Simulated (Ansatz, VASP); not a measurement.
**Ga: VASP beside Ansatz**

The input INCAR:

```
PREC = Accurate
ENCUT = 520
EDIFF = 1E-6
ISMEAR = -1
SIGMA = 0.05
LREAL = False
LASPH = True
NELM = 100
ALGO = Normal
ISIF = 2
LWAVE = False
LCHARG = False
GGA = PS
NBANDS = 34
```

The input KPOINTS:

```
Automatic mesh
0
Gamma
  9 9 8
```

The input POSCAR:

```
Ga
1.0
    2.2995837791     -3.8973680524      0.0000000000
    2.2995837791      3.8973680524      0.0000000000
    0.0000000000      0.0000000000      4.6052852350
Ga
4
Direct
    0.1525000000      0.8475000000      0.0785000000
    0.6525000000      0.3475000000      0.4215000000
    0.8475000000      0.1525000000      0.9215000000
    0.3475000000      0.6525000000      0.5785000000
```

Input for Ansatz:

```yaml
crystal:
  lattice:
    - [2.2995837791, -3.8973680524, 0.0]
    - [2.2995837791, 3.8973680524, 0.0]
    - [0.0, 0.0, 4.605285235]
  atoms:
    - { symbol: Ga, position: [0.1525, 0.8475, 0.0785] }
    - { symbol: Ga, position: [0.6525, 0.3475, 0.4215] }
    - { symbol: Ga, position: [0.8475, 0.1525, 0.9215] }
    - { symbol: Ga, position: [0.3475, 0.6525, 0.5785] }
kpoints:
  mp_grid: { grid: [9, 9, 8] }
  band_path:
    path:
      - [0.0, 0.0, 0.0]
      - [-0.5, 0.5, 0.0]
      - [-0.337035342, 0.662964658, 0.0]
      - [0.337035342, 0.337035342, 0.0]
      - [0.0, 0.0, 0.0]
      - [0.0, 0.0, 0.5]
      - [0.337035342, 0.337035342, 0.5]
      - [-0.337035342, 0.662964658, 0.5]
      - [-0.5, 0.5, 0.5]
    npoints: 5
scf:
  occupations: { method: fermi_dirac, width: 0.05 }
hamiltonian:
  xc: pbesol
  pseudopotentials: { kind: all_electron, lapw: { basis_error: 0.001 } }
output:
  forces: true
  stress: true
  eigenvalues: true
```

Change from the starting cell: volume scaled by 1.06.

Alike in both runs: task single point; functional PBEsol; k mesh 9 × 9 × 8; occupations fermi-dirac, width 0.05 eV; no spin polarisation.

|  | VASP | Ansatz |
| --- | --- | --- |
| version | VASP 6.6.1 | Ansatz 0.2.0 |
| potentials or method | VASP PAW PBE potentials, release 64 (Ga_d), cutoff 520 eV | all-electron LAPW, scalar-relativistic |

VASP gave:

* pressure (GPa): -3.9
* traceless stress, the component that is largest in VASP (GPa): 0.96
* rms of the force components (eV/Å): 0.233

Question: What did Ansatz give for the same quantities?

Answer: Pressure (GPa): -3.9; traceless stress, the component that is largest in VASP (GPa): 0.96; rms of the force components (eV/Å): 0.235.

VASP's potentials were made for PBE, not for PBEsol. Atom by atom the forces differ by 0.001 eV/Å (rms over components). Ansatz ran all-electron here, and VASP with PAW potentials.
